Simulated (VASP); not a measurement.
Runs of VASP 6.6.1 on Hf3B. The structure is that of space group Pm-3m (No. 221), or close to it. The cells are those of the table. 

```csv
task,cell,k mesh,cutoff (eV),gap on the mesh (eV),pressure (GPa),relaxed volume (Å³/atom)
relaxation of cell and atoms,"relaxed from a = 3.994 Å, 4 atoms",4 × 4 × 4,600,none,-0.2,17.53
relaxation of cell and atoms,"relaxed from a = 4.127 Å, 4 atoms",12 × 12 × 12,600,none,0.0,(a)
single point,"a = 4.127 Å, 4 atoms",12 × 12 × 12,520,none,-0.5,-
single point,"a = 4.127 Å, 4 atoms",4 × 4 × 4,520,none,-0.5,-
```

Alike in all rows: level PBE; potentials or basis VASP PAW PBE potentials, release 64 (Hf_pv, B); no spin polarisation; smearing gaussian 0.1 eV.

Estimate the missing entries.

(a) 17.50.

Caveats: some runs use coarse meshes; spin-orbit coupling is left out, which moves the levels of the heavy elements.

A k mesh can miss the band edges, and the runs leave out spin-orbit coupling on Hf.

A gap of «none» marks levels without a gap at the run's occupations.
